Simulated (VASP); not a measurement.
Runs of VASP 6.6.1 on Bi2Te3. The structure is that of space group R3m (No. 160), or close to it. The cells are those of the table. 

```csv
task,cell,cutoff (eV),gap on the mesh (eV),pressure (GPa),largest force (eV/Å)
electric field gradients,"a = 10.059 Å, angles 24.8°, 5 atoms",520,none,(b),1.37
single point,"a = 10.172 Å, angles 25.1°, 5 atoms",520,none,-1.3,1.17
single point,"a = 10.262 Å, angles 24.6°, 5 atoms",500,none,-0.9,1.25
single point,"a = 10.268 Å, angles 24.8°, 5 atoms",520,none,-1.8,1.16
single point,"a = 9.980 Å, angles 25.6°, 5 atoms",520,none,-0.3,1.19
single point,"a = 10.281 Å, angles 25.3°, 5 atoms",500,none,(c),1.01
electric field gradients,"a = 10.302 Å, angles 24.8°, 5 atoms",520,none,(a),1.13
single point,"a = 10.250 Å, angles 24.1°, 5 atoms",500,none,1.5,1.44
```

Alike in all rows: level LDA; potentials or basis VASP PAW LDA potentials, release 64 (Bi_d, Te); no spin polarisation; k mesh 8 × 8 × 8; smearing fermi-dirac 0.08 eV.

Question: Fill in the values left out.

Answer: (a) -2.3; (b) 1.6; (c) -3.5.

Caveats: spin-orbit coupling is left out, which moves the levels of the heavy elements; forces of over 1 eV/Å act on the atoms, so gaps and moduli don't describe the material at rest; the cell stands under tension (at least some runs).

A k mesh can miss the band edges, and the runs leave out spin-orbit coupling on Bi, Te.

A gap of «none» marks levels without a gap at the run's occupations.
